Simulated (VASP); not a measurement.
A run of VASP 6.6.1:

The input INCAR:

```
SYSTEM = CdS
ALGO = Normal
EDIFF = 1E-6
ENCUT = 500
GGA = CA
GGA_COMPAT = .False.
ISIF = 2
ISMEAR = -1
LASPH = .True.
LCHARG = .True.
LELF = .True.
LREAL = .False.
LVHAR = .True.
LWAVE = .False.
NBANDS = 26
NELM = 120
PREC = Accurate
SIGMA = 0.1
```

KPOINTS

```
k-points
0
Gamma
  6 4 6
  0 0 0
```

Contents of POSCAR:

```
CdS
1.0
    3.9935570870      0.0000000000      0.0000000000
    0.0000000000      5.6459713425      0.0000000000
    0.0000000000      0.0000000000      3.9932169863
Cd S
2 2
Direct
    0.5000000000      0.5000000000      0.2430260000
    0.0000000000      0.0000000000      0.7569740000
    0.5000000000      0.0000000000      0.2551630000
    0.0000000000      0.5000000000      0.7448370000
```

Potentials or basis: VASP PAW LDA potentials, release 64 (Cd, S).

Run with:

```console
$ cat potpaw_LDA.64/Cd/POTCAR potpaw_LDA.64/S/POTCAR > POTCAR
$ mpirun -np 1 vasp_std > vasp.out
```

Hardware: 1 thread of AMD EPYC 9R45 96-Core Processor (Zen 5), with other jobs on the host.

Task: Estimate the wall time of this run.

Result: Wall time 46 s on 1 thread of AMD EPYC 9R45 96-Core Processor (Zen 5), on a shared host, peak memory 0.18 GiB. Counts: scf iterations 13, k points 48.
